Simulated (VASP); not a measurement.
# Sc (Fd-3m) in VASP: further runs, part 2 of 2

VASP 6.6.1.

## (3) Single point, PBEsol (volume scaled by 0.96)

Contents of INCAR:

```
SYSTEM = Sc
ALGO     = Normal         ! electronic algorithm
EDIFF    = 1E-7           ! SCF threshold, eV
ENCUT    = 520            ! plane-wave cutoff, eV
GGA      = PS             ! functional
ISIF     = 2              ! what is computed and relaxed
ISMEAR   = -1             ! smearing method
LASPH    = .TRUE.         ! aspherical terms in the spheres
LCHARG   = .FALSE.        ! write CHGCAR
LREAL    = .FALSE.        ! projectors in reciprocal space
LWAVE    = .FALSE.        ! write WAVECAR
NBANDS   = 18             ! bands
NELM     = 100            ! most SCF steps
PREC     = Accurate       ! precision mode
SIGMA    = 0.1            ! smearing width, eV
```

Contents of KPOINTS:

```
k-points
0
G
  10 10 10
  0 0 0
```

Contents of POSCAR:

```
Sc
1.0
    0.0000000000      3.1072494843      3.1072494843
    3.1072494843      0.0000000000      3.1072494843
    3.1072494843      3.1072494843      0.0000000000
Sc
2
Direct
    0.1250000000      0.1250000000      0.1250000000
    0.8750000000      0.8750000000      0.8750000000
```

Potentials or basis: VASP PAW PBE potentials, release 64 (Sc_sv).

Started as:

```
> cat potpaw_PBE.64/Sc_sv/POTCAR > POTCAR
> mpirun -np 1 vasp_std > vasp.out
```

OUTCAR:

```text
SYSTEM = Sc
   EDIFF = 1E-7
   ENCUT = 520
   GGA = PS
   ISIF = 2
   ISMEAR = -1
   LASPH = .TRUE.
   LREAL = .FALSE.
   NELM = 100
   PREC = Accurate

 ion  position               nearest neighbor table
   1  0.125  0.125  0.125-   2 2.69   2 2.69   2 2.69   2 2.69
   2  0.875  0.875  0.875-   1 2.69   1 2.69   1 2.69   1 2.69

  LATTYP: Found a face centered cubic cell.
 ALAT       =     6.2144989686

  Lattice vectors:

 A1 = (   0.0000000000,   3.1072494843,   3.1072494843)
 A2 = (   3.1072494843,   0.0000000000,   3.1072494843)
 A3 = (   3.1072494843,   3.1072494843,   0.0000000000)

Analysis of symmetry for initial positions (statically):
=====================================================================
 Subroutine PRICEL returns:
 Original cell was already a primitive cell.

 Routine SETGRP: Setting up the symmetry group for a
 face centered cubic supercell.

 Subroutine GETGRP returns: Found 48 space group operations
 (whereof 12 operations were pure point group operations)
 out of a pool of 48 trial point group operations.

The static configuration has the point symmetry D_3d.
 The point group associated with its full space group is O_h .

Analysis of symmetry for dynamics (positions and initial velocities):
=====================================================================
 Subroutine PRICEL returns:
 Original cell was already a primitive cell.

 Routine SETGRP: Setting up the symmetry group for a
 face centered cubic supercell.

 Subroutine GETGRP returns: Found 48 space group operations
 (whereof 12 operations were pure point group operations)
 out of a pool of 48 trial point group operations.

The dynamic configuration has the point symmetry D_3d.
 The point group associated with its full space group is O_h .

 Subroutine INISYM returns: Found 48 space group operations
 (whereof 12 operations are pure point group operations),
 and found     1 'primitive' translations

----------------------------------------------------------------------------------------

[... 106 lines left out ...]
   EFERMI =   0.00;   METHOD = LEGACY
   ISMEAR =    -1;   SIGMA  =   0.10  broadening in eV -4-tet -1-fermi 0-gaus
   EFERMI_NEDOS =   21; number of points for ismear=-14 and -15
   IALGO  =     38    algorithm
   IMIX   =      4    mixing-type and parameters
     AMIX     =   0.40;   BMIX     =  1.00
     AMIX_MAG =   1.60;   BMIX_MAG =  1.00
  volume/ion in A,a.u.               =      30.00       202.45
  Fermi-wavevector in a.u.,A,eV,Ry     =   1.171736  2.214259 18.680312  1.372964
  Thomas-Fermi vector in A             =   2.308175
   LORBIT       =      0    0 simple, 1 ext, 2 COOP (PROOUT), +10 PAW based schemes
   GGA     = PS    functional components
   LHFCALC =     F    Hartree Fock is set to
   AEXX    =    0.0000 exact exchange contribution
   IVDW    =     0    specifies the selected vdW correction
   LEPSILON=     F    determine dielectric tensor
   LRPA    =     F    only Hartree local field effects (RPA)
 non-spin polarized calculation
  energy-cutoff  :      520.00
  volume of cell :       60.00
 maximum number of plane-waves:      1639
 NGX is ok and might be reduce to    36
   NGX = 17   NGY = 17   NGZ = 17

 number of electron      21.9999997 magnetization

 Free energy of the ion-electron system (eV)
  ---------------------------------------------------
  ext. energy  EPLUGINS =         0.00000000
  ---------------------------------------------------
  free energy    TOTEN  =        -9.22818655 eV

  energy without entropy =       -9.07906130  energy(sigma->0) =       -9.15362393

 E-fermi :   2.2926     XC(G=0):  -9.0158

 val. band max:        2.2757291332   @ k =   0.4000   0.2000   0.0000
 cond. band min:       2.3103911721   @ k =  -0.3000   0.5000   0.2000
 fundamental gap:      0.0346620388
 Fermi energy:         2.2925787647

 k-point     1 :       0.0000    0.0000    0.0000
  band No.  band energies     occupation
      1     -47.2767      2.00000
      2     -46.9230      2.00000
      3     -26.1799      2.00000
      4     -26.1799      2.00000
      5     -26.1799      2.00000
      6     -25.6117      2.00000
[... 481 lines left out ...]
      5     -26.0340      2.00000
      6     -25.7714      2.00000
[... 10 lines left out ...]
     17       4.7726      0.00000
     18       5.2236      0.00000

 [... further k-points ...]
[... 5 lines left out ...]
  --------------------------------------------------------------------------------------
  -------------------------------------------------------------------------------------
  Total        0.1974582      0.1974582      0.1974582      0.0000000      0.0000000     -0.0000000
  in kB        5.2726324      5.2726324      5.2726324      0.0000000      0.0000000     -0.0000000
  external PRESSURE =       5.2726324 kB  Pullay stress =       0.0000000 kB

 VOLUME and BASIS-vectors are now :
 -----------------------------------------------------------------------------
  energy-cutoff  :      520.00
  volume of cell :       60.00
      direct lattice vectors                 reciprocal lattice vectors
     0.000000000  3.107249484  3.107249484    -0.160914018  0.160914018  0.160914018
     3.107249484  0.000000000  3.107249484     0.160914018 -0.160914018  0.160914018
     3.107249484  3.107249484  0.000000000     0.160914018  0.160914018 -0.160914018

 POSITION                                       TOTAL-FORCE (eV/Angst)
 -----------------------------------------------------------------------------------
      0.77681      0.77681      0.77681         0.000000     -0.000000     -0.000000
      5.43769      5.43769      5.43769        -0.000000      0.000000      0.000000
 -----------------------------------------------------------------------------------
    total drift:                                0.000000      0.000000      0.000000

  FREE ENERGIE OF THE ION-ELECTRON SYSTEM (eV)
  ---------------------------------------------------
  free  energy   TOTEN  =        -9.2281865528 eV

  energy  without entropy=       -9.0790613011  energy(sigma->0) =       -9.15362393
```

OSZICAR:

```text
N       E                     dE             d eps       ncg     rms          rms(c)
DAV:   1     0.365768389169E+03    0.36577E+03   -0.10798E+04  1692   0.124E+03
DAV:   2     0.972273294168E+01   -0.35605E+03   -0.34960E+03  2036   0.528E+02
DAV:   3    -0.979980551453E+01   -0.19523E+02   -0.18647E+02  2772   0.149E+02
DAV:   4    -0.102914585478E+02   -0.49165E+00   -0.48610E+00  2540   0.229E+01
DAV:   5    -0.102983388230E+02   -0.68803E-02   -0.68651E-02  2876   0.263E+00    0.684E+00
DAV:   6    -0.927086318000E+01    0.10275E+01   -0.38106E+00  2372   0.173E+01    0.148E+00
DAV:   7    -0.923398277525E+01    0.36880E-01   -0.19525E-01  2572   0.351E+00    0.581E-01
DAV:   8    -0.922873152202E+01    0.52513E-02   -0.19611E-02  2076   0.180E+00    0.241E-01
DAV:   9    -0.922829443756E+01    0.43708E-03   -0.68548E-03  2320   0.810E-01    0.580E-02
DAV:  10    -0.922818440125E+01    0.11004E-03   -0.74266E-04  2480   0.250E-01    0.447E-03
DAV:  11    -0.922818725594E+01   -0.28547E-05   -0.14685E-05  2864   0.463E-02    0.472E-03
DAV:  12    -0.922818667828E+01    0.57767E-06   -0.45893E-06  2328   0.214E-02    0.570E-04
DAV:  13    -0.922818656057E+01    0.11771E-06   -0.58055E-08  1210   0.311E-03    0.189E-04
DAV:  14    -0.922818655278E+01    0.77866E-08   -0.15689E-08  1104   0.218E-03
   1 F= -.92281866E+01 E0= -.91536239E+01  d E =-.149125E+00
```

Wall time 24 s (1 thread of Intel Xeon 6975P-C (Granite Rapids), shared host); peak memory 0.21 GiB.

What came out:

```yaml
Free_energy: -9.2282 eV
Pressure: 0.5 GPa
Band_gap_on_the_k_mesh: zero (band 11 reaches 2.65 eV, above the bottom of band 12 at 2.10 eV)
```

Levels at points of the mesh, in eV from the Fermi level:
```
           k point  band 7  band 8  band 9  band 10  band 11  band 12  band 13  band 14  band 15  band 16
(0.00, 0.00, 0.00)  -27.90  -27.90   -4.26    -0.06    -0.06     0.29     0.29     0.29     1.83     1.83
(0.50, 0.00, 0.00)  -27.83  -27.83   -1.75    -1.06    -0.10    -0.10     0.39     0.39     0.60     2.59
(0.50, 0.50, 0.00)  -27.76  -27.76   -1.22    -1.22     0.05     0.05     0.51     0.51     1.86     1.86
```

Caveat: the PAW data sets were made with another functional, which shifts forces and pressure a little.

## (4) Single point, PBEsol

Contents of INCAR:

```
PREC = Accurate ; ENCUT = 520
EDIFF = 1E-6 ; ISMEAR = -1
SIGMA = 0.1 ; LREAL = False
LASPH = True ; NELM = 80
ALGO = Normal ; ISIF = 2
LWAVE = False ; LCHARG = False
GGA = PS ; NBANDS = 18
```

Contents of KPOINTS:

```
Automatic mesh
0
Gamma
  10 10 10
```

Contents of POSCAR:

```
Sc
1.0
    0.0000000000      3.1498198357      3.1498198357
    3.1498198357      0.0000000000      3.1498198357
    3.1498198357      3.1498198357      0.0000000000
Sc
2
Direct
    0.1250000000      0.1250000000      0.1250000000
    0.8750000000      0.8750000000      0.8750000000
```

Started as:

```
> cat potpaw_PBE.64/Sc_sv/POTCAR > POTCAR
> mpirun -np 1 vasp_std > vasp.out
```

It took 22 s on 1 thread of Intel Xeon 6975P-C (Granite Rapids), shared host; peak memory 0.21 GiB.

It converged, with:

- Free energy: -9.2331 eV
- Pressure: 0.0 GPa
- Band gap on the k mesh: zero (band 11 reaches 2.44 eV, above the bottom of band 12 at 1.91 eV)

Levels at points of the mesh, in eV from the Fermi level:
| k point | band 8 | band 9 | band 10 | band 11 | band 12 | band 13 | band 14 | band 15 |
| --- | --- | --- | --- | --- | --- | --- | --- | --- |
| (0.00, 0.00, 0.00) | -27.99 | -4.20 | -0.03 | -0.03 | 0.27 | 0.27 | 0.27 | 1.76 |
| (0.50, 0.00, 0.00) | -27.93 | -1.79 | -1.03 | -0.07 | -0.07 | 0.38 | 0.38 | 0.53 |
| (0.50, 0.50, 0.00) | -27.87 | -1.15 | -1.15 | -0.05 | -0.05 | 0.50 | 0.50 | 1.81 |

Caveat: the PAW data sets were made with another functional, which shifts forces and pressure a little.

## (5) Single point, PBEsol (volume scaled by 1.04)

Contents of INCAR:

```
PREC     = Accurate       # precision mode
ENCUT    = 520            # plane-wave cutoff, eV
EDIFF    = 1E-6           # SCF threshold, eV
ISMEAR   = -1             # smearing method
SIGMA    = 0.1            # smearing width, eV
LREAL    = False          # projectors in reciprocal space
LASPH    = True           # aspherical terms in the spheres
NELM     = 100            # most SCF steps
ALGO     = Normal         # electronic algorithm
ISIF     = 2              # what is computed and relaxed
LWAVE    = False          # write WAVECAR
LCHARG   = False          # write CHGCAR
GGA      = PS             # functional
NBANDS   = 18             # bands
```

KPOINTS is that of step 4.

Contents of POSCAR:

```
Sc
1.0
    0.0000000000      3.1912695869      3.1912695869
    3.1912695869      0.0000000000      3.1912695869
    3.1912695869      3.1912695869      0.0000000000
Sc
2
Direct
    0.1250000000      0.1250000000      0.1250000000
    0.8750000000      0.8750000000      0.8750000000
```

Potentials or basis: VASP PAW PBE potentials, release 64 (Sc_sv).

Started as:

```
> cat potpaw_PBE.64/Sc_sv/POTCAR > POTCAR
> mpirun -np 1 vasp_std > vasp.out
```

OUTCAR:

```text
PREC = Accurate
   ENCUT = 520
   EDIFF = 1E-6
   ISMEAR = -1
   LREAL = False
   LASPH = True
   NELM = 100
   ISIF = 2
   GGA = PS

 ion  position               nearest neighbor table
   1  0.125  0.125  0.125-   2 2.76   2 2.76   2 2.76   2 2.76
   2  0.875  0.875  0.875-   1 2.76   1 2.76   1 2.76   1 2.76

  LATTYP: Found a face centered cubic cell.
 ALAT       =     6.3825391738

  Lattice vectors:

 A1 = (   0.0000000000,   3.1912695869,   3.1912695869)
 A2 = (   3.1912695869,   0.0000000000,   3.1912695869)
 A3 = (   3.1912695869,   3.1912695869,   0.0000000000)

Analysis of symmetry for initial positions (statically):
=====================================================================
 Subroutine PRICEL returns:
 Original cell was already a primitive cell.

 Routine SETGRP: Setting up the symmetry group for a
 face centered cubic supercell.

 Subroutine GETGRP returns: Found 48 space group operations
 (whereof 12 operations were pure point group operations)
 out of a pool of 48 trial point group operations.

The static configuration has the point symmetry D_3d.
 The point group associated with its full space group is O_h .
[... 159 lines left out ...]

  energy without entropy =       -9.06138060  energy(sigma->0) =       -9.14591695

 E-fermi :   1.9141     XC(G=0):  -8.7212

 val. band max:        1.9004322036   @ k =   0.4000   0.2000   0.0000
 cond. band min:       1.9166734680   @ k =   0.0000   0.0000   0.0000
 fundamental gap:      0.0162412644
 Fermi energy:         1.9140804193

 k-point     1 :       0.0000    0.0000    0.0000
  band No.  band energies     occupation
      1     -47.7411      2.00000
      2     -47.4733      2.00000
      3     -26.6168      2.00000
      4     -26.6168      2.00000
      5     -26.6168      2.00000
      6     -26.1547      2.00000
[... 481 lines left out ...]
      5     -26.4979      2.00000
      6     -26.2844      2.00000
[... 10 lines left out ...]
     17       4.2041      0.00000
     18       4.6359      0.00000

 [... further k-points ...]

------------------------ aborting loop because EDIFF is reached ----------------------------------------

  FORCE on cell =-STRESS in cart. coord.  units (eV):
  Direction    XX          YY          ZZ          XY          YZ          ZX
  --------------------------------------------------------------------------------------
  -------------------------------------------------------------------------------------
  Total       -0.1734629     -0.1734629     -0.1734629     -0.0000000      0.0000000      0.0000000
  in kB       -4.2755964     -4.2755964     -4.2755964     -0.0000000      0.0000000      0.0000000
  external PRESSURE =      -4.2755964 kB  Pullay stress =       0.0000000 kB

 VOLUME and BASIS-vectors are now :
 -----------------------------------------------------------------------------
  energy-cutoff  :      520.00
  volume of cell :       65.00
      direct lattice vectors                 reciprocal lattice vectors
     0.000000000  3.191269587  3.191269587    -0.156677456  0.156677456  0.156677456
     3.191269587  0.000000000  3.191269587     0.156677456 -0.156677456  0.156677456
     3.191269587  3.191269587  0.000000000     0.156677456  0.156677456 -0.156677456

 POSITION                                       TOTAL-FORCE (eV/Angst)
 -----------------------------------------------------------------------------------
      0.79782      0.79782      0.79782        -0.000000     -0.000000     -0.000000
      5.58472      5.58472      5.58472         0.000000      0.000000      0.000000
 -----------------------------------------------------------------------------------
    total drift:                                0.000000      0.000000      0.000000

  FREE ENERGIE OF THE ION-ELECTRON SYSTEM (eV)
  ---------------------------------------------------
  free  energy   TOTEN  =        -9.2304532915 eV

  energy  without entropy=       -9.0613805995  energy(sigma->0) =       -9.14591695
```

OSZICAR:

```text
N       E                     dE             d eps       ncg     rms          rms(c)
DAV:   1     0.372941553749E+03    0.37294E+03   -0.10655E+04  1692   0.122E+03
DAV:   2     0.971001969852E+01   -0.36323E+03   -0.35611E+03  2148   0.521E+02
DAV:   3    -0.996498907090E+01   -0.19675E+02   -0.18755E+02  2832   0.152E+02
DAV:   4    -0.104021078920E+02   -0.43712E+00   -0.42978E+00  2568   0.201E+01
DAV:   5    -0.104083348039E+02   -0.62269E-02   -0.62060E-02  2798   0.237E+00    0.644E+00
DAV:   6    -0.927217588846E+01    0.11362E+01   -0.43706E+00  2410   0.180E+01    0.121E+00
DAV:   7    -0.923665058600E+01    0.35525E-01   -0.19353E-01  2580   0.349E+00    0.531E-01
DAV:   8    -0.923105704824E+01    0.55935E-02   -0.21253E-02  2144   0.186E+00    0.230E-01
DAV:   9    -0.923056925739E+01    0.48779E-03   -0.80096E-03  2368   0.835E-01    0.628E-02
DAV:  10    -0.923045027003E+01    0.11899E-03   -0.85936E-04  2546   0.261E-01    0.537E-03
DAV:  11    -0.923045393990E+01   -0.36699E-05   -0.16163E-05  2828   0.474E-02    0.516E-03
DAV:  12    -0.923045329151E+01    0.64840E-06   -0.53314E-06  1970   0.231E-02
   1 F= -.92304533E+01 E0= -.91459169E+01  d E =-.169073E+00
```

Run time: 22 s. Hardware: 1 thread of Intel Xeon 6975P-C (Granite Rapids), shared host; peak memory 0.21 GiB.

What came out:

```yaml
Free_energy: -9.2305 eV
Pressure: -0.4 GPa
Band_gap_on_the_k_mesh: zero (band 11 reaches 2.25 eV, above the bottom of band 12 at 1.74 eV)
```

Levels at points of the mesh, in eV from the Fermi level:
| k point | band 7 | band 8 | band 9 | band 10 | band 11 | band 12 | band 13 | band 14 | band 15 | band 16 |
| --- | --- | --- | --- | --- | --- | --- | --- | --- | --- | --- |
| (0.00, 0.00, 0.00) | -28.07 | -28.07 | -4.15 | 0.00 | 0.00 | 0.25 | 0.25 | 0.25 | 1.70 | 1.70 |
| (0.50, 0.00, 0.00) | -28.01 | -28.01 | -1.83 | -1.00 | -0.04 | -0.04 | 0.37 | 0.37 | 0.47 | 2.38 |
| (0.50, 0.50, 0.00) | -27.96 | -27.96 | -1.08 | -1.08 | -0.14 | -0.14 | 0.48 | 0.48 | 1.76 | 1.76 |

Caveat: the PAW data sets were made with another functional, which shifts forces and pressure a little.

## (6) Overview

| cell | k mesh | gap on the mesh (eV) | pressure (GPa) |
| --- | --- | --- | --- |
| a = 4.455 Å, angles 60.0°, 2 atoms | 9 × 9 × 9 | none | 0.0 |
| a = 4.394 Å, angles 60.0°, 2 atoms | 10 × 10 × 10 | none | 0.5 |
| a = 4.455 Å, angles 60.0°, 2 atoms | 10 × 10 × 10 | none | 0.0 |
| a = 4.513 Å, angles 60.0°, 2 atoms | 10 × 10 × 10 | none | -0.4 |

Alike in all rows: task single point; level PBEsol; potentials or basis VASP PAW PBE potentials, release 64 (Sc_sv); no spin polarisation; cutoff (eV) 520; smearing fermi-dirac 0.1 eV.

Caveats: the PAW data sets were made with another functional, which shifts forces and pressure a little.

Absolute energies hang on the potentials; compare differences alone.
